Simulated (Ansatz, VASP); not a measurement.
## Si4W: VASP beside Ansatz

INCAR

```
  PREC = Accurate
  ENCUT = 600
  EDIFF = 1E-6
  ISMEAR = 0
  SIGMA = 0.2
  LREAL = F
  LASPH = T
  NELM = 80
  ALGO = Normal
  ISIF = 3
  LWAVE = F
  LCHARG = F
  GGA = PE
  IBRION = 2
  NSW = 36
  EDIFFG = -0.08
```

Contents of KPOINTS:

```
Automatic mesh
0
Gamma
  7 7 7
```

Contents of POSCAR:

```
Si4W
1.0
   -1.6000000000      1.6000000000      7.2750000000
    1.6000000000     -1.6000000000      7.2750000000
    1.6000000000      1.6000000000     -7.2750000000
Si W
4 1
Direct
    0.2000000000      0.2000000000      0.0000000000
    0.8000000000      0.8000000000      0.0000000000
    0.4000000000      0.4000000000      0.0000000000
    0.6000000000      0.6000000000      0.0000000000
    0.0000000000      0.0000000000      0.0000000000
```

Input for Ansatz:

```yaml
crystal:
  lattice:
    - [-1.6, 1.6, 7.275]
    - [1.6, -1.6, 7.275]
    - [1.6, 1.6, -7.275]
  atoms:
    - { symbol: Si, position: [0.2, 0.2, 0.0] }
    - { symbol: Si, position: [0.8, 0.8, 0.0] }
    - { symbol: Si, position: [0.4, 0.4, 0.0] }
    - { symbol: Si, position: [0.6, 0.6, 0.0] }
    - { symbol: W, position: [0.0, 0.0, 0.0] }
basis:
  ecutwfc: 420
kpoints:
  mp_grid: { grid: [7, 7, 7] }
hamiltonian:
  xc: pbe
scf:
  occupations: { method: gaussian, width: 0.2 }
  lower_state_search: "off"
output:
  forces: true
  stress: true
  eigenvalues: true
relax:
  adjacent_minimum: "off"
  f_tol: 0.08
  max_steps: 16
  cell: { stress_tol: 0.8 }
```

Alike in both runs: task relaxation of cell and atoms; functional PBE; k mesh 7 × 7 × 7; occupations gaussian, width 0.2 eV; no spin polarisation.

|  | VASP | Ansatz |
| --- | --- | --- |
| version | VASP 6.6.1 | Ansatz 0.2.0 |
| potentials or method | VASP PAW PBE potentials, release 64 (Si, W_sv), cutoff 600 eV | scalar-relativistic, plane waves, PAW |
| valence electrons in the cell | 30 | 30 |

|  | VASP | Ansatz | Ansatz less VASP |
| --- | --- | --- | --- |
| gap on the k mesh at the Fermi level, each at its own relaxed structure (eV) | none | none | - |
| relaxed volume (Å³/atom) | 14.08 | 14.10 | +0.014 |
| relaxed length of the cell vector where the two differ most in proportion (Å) | 6.782 | 6.779 | -0.0034 |

A gap of «none» marks a metal or a gap that the smearing closes.

The k mesh is coarse, so the values compare programs but aren't converged. Neither program's run includes spin-orbit coupling.
